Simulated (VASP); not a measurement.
# P (P6_3/mmc) in VASP: a series of runs

P is run at these levels: PBE; tasks: relaxation of cell and atoms, single point.

Program: VASP 6.6.1. These are calculated values, not measurements. Logs are shortened: lines on timing, memory, paths and dates and some standing lists are left out, and cuts for length are marked.

## Step 1: The cell of the first run

Symmetry: P6_3/mmc, No. 194, hexagonal system. The conventional cell has a = 3.691 Å, b = 3.691 Å, c = 10.054 Å, α = 90.00°, β = 90.00°, γ = 120.00°. P (site symmetry -6m2) has 3 P at 2.13 Å within 2.8 Å. P (site symmetry -6m2) has 3 P at 2.13 Å within 2.8 Å.

This isn't the form of P at room conditions, which is orthorhombic.

## Step 2: Relaxation of cell and atoms, PBE

The input, INCAR:

```
PREC = Accurate ; ENCUT = 600
EDIFF = 1E-7 ; ISMEAR = 0
SIGMA = 0.1 ; LREAL = False
LASPH = True ; NELM = 60
ALGO = Normal ; ISIF = 3
LWAVE = False ; LCHARG = False
GGA = PE ; IBRION = 2
NSW = 90 ; EDIFFG = -0.04
```

The input, KPOINTS:

```
regular mesh
0
Gamma
  6 6 2
```

The input, POSCAR:

```
P
1.0
    3.6913802302      0.0000000000      0.0000000000
   -1.8456901151      3.1968290543      0.0000000000
    0.0000000000      0.0000000000     10.0537591635
P
4
Direct
    0.0000000000      0.0000000000      0.2500000000
    0.0000000000      0.0000000000      0.7500000000
    0.3333333333      0.6666666667      0.7500000000
    0.6666666667      0.3333333333      0.2500000000
```

Potentials or basis: VASP PAW PBE potentials, release 64 (P).

Command:

```bash
> cat potpaw_PBE.64/P/POTCAR > POTCAR
> mpirun -np 1 vasp_std > vasp.out
```

OUTCAR:

```text
PREC = Accurate
   ENCUT = 600
   EDIFF = 1E-7
   ISMEAR = 0
   LREAL = False
   LASPH = True
   NELM = 60
   ISIF = 3
   GGA = PE
   IBRION = 2
   NSW = 90
   EDIFFG = -0.04

 ion  position               nearest neighbor table
   1  0.000  0.000  0.250-   4 2.13   4 2.13   4 2.13
   2  0.000  0.000  0.750-   3 2.13   3 2.13   3 2.13
   3  0.333  0.667  0.750-   2 2.13   2 2.13   2 2.13
   4  0.667  0.333  0.250-   1 2.13   1 2.13   1 2.13

  LATTYP: Found a hexagonal cell.
 ALAT       =     3.6913802302
 C/A-ratio  =     2.7235772358

  Lattice vectors:

 A1 = (   3.6913802302,   0.0000000000,   0.0000000000)
 A2 = (  -1.8456901151,   3.1968290543,   0.0000000000)
 A3 = (   0.0000000000,   0.0000000000,  10.0537591635)

Analysis of symmetry for initial positions (statically):
=====================================================================
 Subroutine PRICEL returns:
 Original cell was already a primitive cell.

 Routine SETGRP: Setting up the symmetry group for a
 hexagonal supercell.

 Subroutine GETGRP returns: Found 24 space group operations
 (whereof 12 operations were pure point group operations)
 out of a pool of 24 trial point group operations.

The static configuration has the point symmetry D_3d.
 The point group associated with its full space group is D_6h.

Analysis of symmetry for dynamics (positions and initial velocities):
=====================================================================
 Subroutine PRICEL returns:
 Original cell was already a primitive cell.

 Routine SETGRP: Setting up the symmetry group for a
 hexagonal supercell.

 Subroutine GETGRP returns: Found 24 space group operations
 (whereof 12 operations were pure point group operations)
 out of a pool of 24 trial point group operations.

The dynamic configuration has the point symmetry D_3d.
 The point group associated with its full space group is D_6h.

 Subroutine INISYM returns: Found 24 space group operations
 (whereof 12 operations are pure point group operations),
 and found     1 'primitive' translations

----------------------------------------------------------------------------------------

                                     Primitive cell

  volume of cell :     118.6415

  direct lattice vectors                    reciprocal lattice vectors
     3.691380230  0.000000000  0.000000000     0.270901380  0.156404985  0.000000000
[... 73 lines left out ...]
   ISPIN  =      1    spin polarized calculation?
   LNONCOLLINEAR =      F non collinear calculations
   LSORBIT =      F    spin-orbit coupling
   LASPH  =      T    aspherical Exc in radial PAW
   ENCUT  =  600.0 eV  44.10 Ry    6.64 a.u.   7.37  7.37 20.08*2*pi/ulx,y,z
   NELM   =     60;   NELMIN=  2; NELMDL= -5     # of ELM steps
   EDIFF  = 0.1E-06   stopping-criterion for ELM
   LREAL  =      F    real-space projection
   EDIFFG = -.4E-01   stopping-criterion for IOM
   NSW    =     90    number of steps for IOM
   IBRION =      2    ionic relax: 0-MD 1-quasi-New 2-CG
   NFREE  =      1    steps in history (QN), initial steepest desc. (CG)
   ISIF   =      3    stress and relaxation
   ISYM   =      2    0-nonsym 1-usesym 2-fastsym
   POTIM  = 0.5000    time-step for ionic-motion
   TEBEG  =    0.0;   TEEND  =   0.0 temperature during run
   PSTRESS=    0.0 pullay stress
   NELECT =      20.0000    total number of electrons
   NUPDOWN=      -1.0000    fix difference up-down
   EMIN   =  10.00;   EMAX   =-10.00  energy-range for DOS
   EFERMI =   0.00;   METHOD = LEGACY
   ISMEAR =     0;   SIGMA  =   0.10  broadening in eV -4-tet -1-fermi 0-gaus
   EFERMI_NEDOS =   21; number of points for ismear=-14 and -15
   IALGO  =     38    algorithm
   IMIX   =      4    mixing-type and parameters
     AMIX     =   0.40;   BMIX     =  1.00
     AMIX_MAG =   1.60;   BMIX_MAG =  1.00
  volume/ion in A,a.u.               =      29.66       200.16
  Fermi-wavevector in a.u.,A,eV,Ry     =   0.904356  1.708984 11.127650  0.817859
  Thomas-Fermi vector in A             =   2.027793
   LORBIT       =      0    0 simple, 1 ext, 2 COOP (PROOUT), +10 PAW based schemes
   GGA     = PE    functional components
   LHFCALC =     F    Hartree Fock is set to
   AEXX    =    0.0000 exact exchange contribution
   IVDW    =     0    specifies the selected vdW correction
   LEPSILON=     F    determine dielectric tensor
   LRPA    =     F    only Hartree local field effects (RPA)
 conjugate gradient relaxation of ions
 non-spin polarized calculation
 Gauss-broadening in eV      SIGMA  =   0.10
  energy-cutoff  :      600.00
  volume of cell :      118.64
 maximum number of plane-waves:      4000
 NGX is ok and might be reduce to    30
   NGX = 15   NGY = 15   NGZ = 41

--------------------------------------- Ionic step        1  -------------------------------------------

 number of electron      19.9999998 magnetization

 Free energy of the ion-electron system (eV)
  ---------------------------------------------------
  ext. energy  EPLUGINS =         0.00000000
  ---------------------------------------------------
  free energy    TOTEN  =       -18.13608159 eV

  energy without entropy =      -18.10450908  energy(sigma->0) =      -18.12029534

------------------------ aborting loop because EDIFF is reached ----------------------------------------

  FORCE on cell =-STRESS in cart. coord.  units (eV):
  Direction    XX          YY          ZZ          XY          YZ          ZX
  --------------------------------------------------------------------------------------
  -------------------------------------------------------------------------------------
  Total        5.3963753      5.3963753     -0.0702994      0.0000000     -0.0000000      0.0000000
  in kB       72.8745786     72.8745786     -0.9493477      0.0000000     -0.0000000      0.0000000
  external PRESSURE =      48.2666032 kB  Pullay stress =       0.0000000 kB
[... 177 lines left out ...]
--------------------------------------- Ionic step        6  -------------------------------------------

 number of electron      19.9999994 magnetization

 Free energy of the ion-electron system (eV)
  ---------------------------------------------------
  ext. energy  EPLUGINS =         0.00000000
  ---------------------------------------------------
  free energy    TOTEN  =       -18.36520589 eV

  energy without entropy =      -18.34240454  energy(sigma->0) =      -18.35380522

 E-fermi :   1.6308     XC(G=0):  -7.1093

 val. band max:        1.6290851752   @ k =   0.1667   0.1667   0.0000
 cond. band min:       1.8585452193   @ k =   0.3333   0.1667   0.0000
 fundamental gap:      0.2294600441
 Fermi energy:         1.6307911621

 k-point     1 :       0.0000    0.0000    0.0000
  band No.  band energies     occupation
      1     -12.7268      2.00000
      2     -12.7057      2.00000
      3      -2.6734      2.00000
      4      -2.6372      2.00000
      5      -2.6372      2.00000
      6      -2.6326      2.00000
      7      -2.6326      2.00000
      8      -2.2432      2.00000
      9      -1.6159      2.00000
     10      -1.6033      2.00000
     11       2.7112      0.00000
     12       2.7112      0.00000
     13       2.7223      0.00000
     14       2.7223      0.00000
[... 250 lines left out ...]
  FREE ENERGIE OF THE ION-ELECTRON SYSTEM (eV)
  ---------------------------------------------------
  free  energy   TOTEN  =       -18.3652058948 eV

  energy  without entropy=      -18.3424045421  energy(sigma->0) =      -18.35380522

 reached required accuracy - stopping structural energy minimisation
```

CONTCAR:

```text
P
   1.00000000000000
     3.8513561943896244    0.0000000000000000    0.0000000000000000
    -1.9256780971948122    3.3353723032726132    0.0000000000000000
     0.0000000000000000   -0.0000000000000000   10.0480831465770137
  P
     4
Direct
     0.0000000000000000    0.0000000000000000    0.2500000000000000
     0.0000000000000000    0.0000000000000000    0.7500000000000000
     0.3333333332999970    0.6666666667000030    0.7500000000000000
     0.6666666667000030    0.3333333332999970    0.2500000000000000

  0.00000000E+00  0.00000000E+00  0.00000000E+00
  0.00000000E+00  0.00000000E+00  0.00000000E+00
  0.00000000E+00  0.00000000E+00  0.00000000E+00
  0.00000000E+00  0.00000000E+00  0.00000000E+00
```

Run time: 1.7 min. Hardware: 1 thread of Intel Xeon 8259CL, shared host; peak memory 0.22 GiB.

What came out:

```yaml
Free_energy: -18.3652 eV
Relaxed_volume: 32.27 Å³/atom
Relaxed_cell: a = 3.851 Å, b = 3.851 Å, c = 10.048 Å, α = 90.00°, β = 90.00°, γ = 120.00°
Space_group_after_relaxing_to_0.1_Å: P6_3/mmc (No. 194)
Energy_gained_by_relaxing: 57.3 meV/atom
Ionic_steps: 6
Pressure_after_relaxing: -0.1 GPa
Band_gap_on_the_k_mesh: zero (bands 10 and 11 overlap by 0.42 eV)
```

Step by step:
```csv
step,energy change (eV),largest force (eV/Å),pressure (GPa),volume (Å³)
1,0.0000,0.0000,4.83,118.64
2,-0.2114,0.0000,-0.81,134.47
3,-0.2274,0.0000,-0.28,130.30
4,-0.2285,0.0000,-0.20,129.70
5,-0.2288,0.0000,0.13,128.46
6,-0.2291,0.0000,-0.07,129.07
```

Final structure:
```
P
1.0
     3.85136    0.00000    0.00000
    -1.92568    3.33537    0.00000
     0.00000    0.00000   10.04808
P
4
Cartesian
  0.0000 0.0000 2.5120
  0.0000 0.0000 7.5361
  0.0000 2.2236 7.5361
  1.9257 1.1118 2.5120
```

Levels at points of the mesh, in eV from the Fermi level:
```tsv
k point	band 8	band 9	band 10	band 11	band 12	band 13
(0.00, 0.00, 0.00)	-3.87	-3.25	-3.23	1.08	1.08	1.09
(0.50, 0.00, 0.00)	-2.12	-1.38	-1.36	-0.42	-0.32	5.49
(0.00, 0.00, 0.50)	-4.10	-3.24	-3.24	1.09	1.09	1.09
(0.50, 0.00, 0.50)	-2.20	-1.37	-1.37	-0.39	-0.39	5.88
```

Caveat: this functional lacks dispersion, which binds layers or chains, so the pressure and a relaxed spacing across them are unreliable.

## Step 3: Single point, PBE

This run uses another cell than the first one, of 15.13 Å³/atom.

The input, INCAR:

```
PREC     = Accurate       # precision mode
ENCUT    = 520            # plane-wave cutoff, eV
EDIFF    = 1E-6           # SCF threshold, eV
ISMEAR   = 0              # smearing method
SIGMA    = 0.1            # smearing width, eV
LREAL    = False          # projectors in reciprocal space
LASPH    = True           # aspherical terms in the spheres
NELM     = 80             # most SCF steps
ALGO     = Normal         # electronic algorithm
ISIF     = 2              # what is computed and relaxed
LWAVE    = False          # write WAVECAR
LCHARG   = True           # write CHGCAR
GGA      = PE             # functional
LELF     = True           # ELF
LVHAR    = True         
NBANDS   = 18             # bands
```

The input, KPOINTS:

```
Automatic mesh
0
Gamma
  15 15 8
```

The input, POSCAR:

```
P
1.0
    3.3464234771      0.0000000000      0.0000000000
   -1.6732117386      2.8980877430      0.0000000000
    0.0000000000      0.0000000000      6.2392206925
P
4
Direct
    0.0000000000      0.0000000000      0.0000000000
    0.0000000000      0.0000000000      0.5000000000
    0.3333333333      0.6666666667      0.7500000000
    0.6666666667      0.3333333333      0.2500000000
```

Potentials or basis: VASP PAW PBE potentials, release 64 (P).

Command:

```bash
> cat potpaw_PBE.64/P/POTCAR > POTCAR
> mpirun -np 1 vasp_std > vasp.out
```

Wall time 1.8 min (1 thread of Intel Xeon 8259CL, shared host); peak memory 0.21 GiB.

The run converged. Its results:

```yaml
Free_energy: -20.2689 eV
Pressure: -0.2 GPa
Band_gap_on_the_k_mesh: zero (bands 10 and 11 overlap by 2.27 eV)
```

Levels at points of the mesh, in eV from the Fermi level:
| k point | band 6 | band 7 | band 8 | band 9 | band 10 | band 11 | band 12 | band 13 | band 14 | band 15 |
| --- | --- | --- | --- | --- | --- | --- | --- | --- | --- | --- |
| (0.00, 0.00, 0.00) | -1.99 | -1.99 | -0.48 | -0.48 | 0.74 | 0.74 | 1.90 | 2.98 | 3.28 | 3.28 |
| (0.00, 0.00, 0.50) | -1.40 | -1.40 | -1.40 | 0.40 | 0.40 | 1.75 | 1.75 | 1.75 | 1.75 | 4.61 |

The gap in the log of VASP goes by the Fermi energy; the results here count the filled bands.